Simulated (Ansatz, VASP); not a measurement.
**One calculation of AlCo, two programs**

```xyz
2
Lattice="2.4149 0.0000 0.0000 -1.2075 2.0914 0.0000 0.0000 0.0000 3.4848" Properties=species:S:1:pos:R:3 pbc="T T T"
Co    0.0000    0.0000    0.0000
Al    0.0000    1.3942    1.7424
```

Change from the starting cell: volume scaled by 0.72, LAPW.

Alike in both runs: task single point; functional PBE; k mesh 15 × 15 × 14; occupations fermi-dirac, width 0.1 eV; no spin polarisation.

|  | VASP | Ansatz |
| --- | --- | --- |
| version | VASP 6.6.1 | Ansatz 0.2.0 |
| potentials or method | VASP PAW PBE potentials, release 64 (Co, Al), cutoff 520 eV | all-electron LAPW, scalar-relativistic |

```csv
,VASP,Ansatz,Ansatz less VASP
pressure (GPa),105.6,105.2,-0.32
"traceless stress, the component that is largest in VASP (GPa)",-0.12,0.27,+0.389
```

Both programs put the cell under a high pressure, so it lies far from rest at this level. Ansatz ran all-electron here, and VASP with PAW potentials.

Noted on VASP's run: the cell as given lies far from equilibrium.
